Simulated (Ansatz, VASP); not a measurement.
MoS2: VASP beside Ansatz

Contents of INCAR:

```
SYSTEM = MoS2
ALGO = Normal
EDIFF = 1E-6
ENCUT = 520
GGA = PE
ISIF = 2
ISMEAR = 0
IVDW = 12
LASPH = .TRUE.
LCHARG = .TRUE.
LELF = .TRUE.
LREAL = .FALSE.
LVHAR = .TRUE.
LWAVE = .FALSE.
NBANDS = 35
NELM = 100
PREC = Accurate
SIGMA = 0.05
```

KPOINTS

```
k-points
0
G
  12 12 4
  0 0 0
```

Contents of POSCAR:

```
MoS2
1.0
    3.0864000000      0.0000000000      0.0000000000
   -1.5432000000      2.6729008062      0.0000000000
    0.0000000000      0.0000000000     12.9667000000
Mo S
2 4
Direct
    0.6666666667      0.3333333333      0.2501439769
    0.3333333333      0.6666666667      0.7498560231
    0.3333333333      0.6666666667      0.3795985159
    0.6666666667      0.3333333333      0.8793132861
    0.3333333333      0.6666666667      0.1206867139
    0.6666666667      0.3333333333      0.6204014841
```

Input for Ansatz:

```yaml
crystal:
  lattice:
    - [3.0864, 0.0, 0.0]
    - [-1.5432, 2.6729008062, 0.0]
    - [0.0, 0.0, 12.9667]
  atoms:
    - { symbol: Mo, position: [0.6666666667, 0.3333333333, 0.2501439769] }
    - { symbol: Mo, position: [0.3333333333, 0.6666666667, 0.7498560231] }
    - { symbol: S, position: [0.3333333333, 0.6666666667, 0.3795985159] }
    - { symbol: S, position: [0.6666666667, 0.3333333333, 0.8793132861] }
    - { symbol: S, position: [0.3333333333, 0.6666666667, 0.1206867139] }
    - { symbol: S, position: [0.6666666667, 0.3333333333, 0.6204014841] }
basis:
  ecutwfc: 420
kpoints:
  mp_grid: { grid: [12, 12, 4] }
hamiltonian:
  xc: pbe
  pseudopotentials: { kind: paw, azcp: { folder: soft_1 } }
  dispersion: d3bj
scf:
  occupations: { method: gaussian, width: 0.05 }
output:
  forces: true
  stress: true
  eigenvalues: true
```

Alike in both runs: task single point; functional PBE; dispersion D3(BJ); k mesh 12 × 12 × 4; occupations gaussian, width 0.05 eV; no spin polarisation.

|  | VASP | Ansatz |
| --- | --- | --- |
| version | VASP 6.6.1 | Ansatz 0.2.0 |
| potentials or method | VASP PAW PBE potentials, release 64 (Mo_sv, S), cutoff 520 eV | scalar-relativistic, plane waves, PAW |
| valence electrons in the cell | 52 | 52 |

```csv
,VASP,Ansatz,Ansatz less VASP
gap on the k mesh at the Fermi level (eV),1.02,1.02,0.000
least direct gap on the mesh (eV),1.82,1.82,-0.004
pressure (GPa),-5.2,-5.1,+0.12
"traceless stress, the component that is largest in VASP (GPa)",-11.48,-11.43,+0.052
rms of the force components (eV/Å),0.696,0.691,-0.0044
```

Atom by atom the forces differ by 0.004 eV/Å (rms over components).
